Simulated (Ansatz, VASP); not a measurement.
# Two plane-wave programs on Ta

```xyz
2
Lattice="3.2805 0.0000 0.0000 0.0000 3.2805 0.0000 0.0000 0.0000 3.4773" Properties=species:S:1:pos:R:3 pbc="T T T"
Ta    0.0000    0.0000    0.0000
Ta    1.6402    1.6402    1.7387
```

Change from the starting cell: strain along c alone, the other axes held, atoms relaxed: +6.0 %.

Alike in both runs: task single point; functional PBEsol; k mesh 16 × 16 × 16; occupations gaussian, width 0.1 eV; no spin polarisation.

|  | VASP | Ansatz |
| --- | --- | --- |
| version | VASP 6.6.1 | Ansatz 0.2.0 |
| potentials or method | VASP PAW PBE potentials, release 64 (Ta_pv), cutoff 520 eV | scalar-relativistic, plane waves, PAW |
| valence electrons in the cell | 22 | 26 |

|  | VASP | Ansatz | Ansatz less VASP |
| --- | --- | --- | --- |
| gap on the k mesh at the Fermi level (eV) | none | none | - |
| pressure (GPa) | -10.3 | -10.4 | -0.08 |
| traceless stress, the component that is largest in VASP (GPa) | -3.72 | -3.72 | -0.002 |

VASP's potentials were made for PBE, not for PBEsol. A gap of «none» marks a metal or a gap that the smearing closes. VASP's potentials hold 22 valence electrons a cell and Ansatz's 26, so a difference there can come from the potentials and not from the codes.

Neither program's run includes spin-orbit coupling.
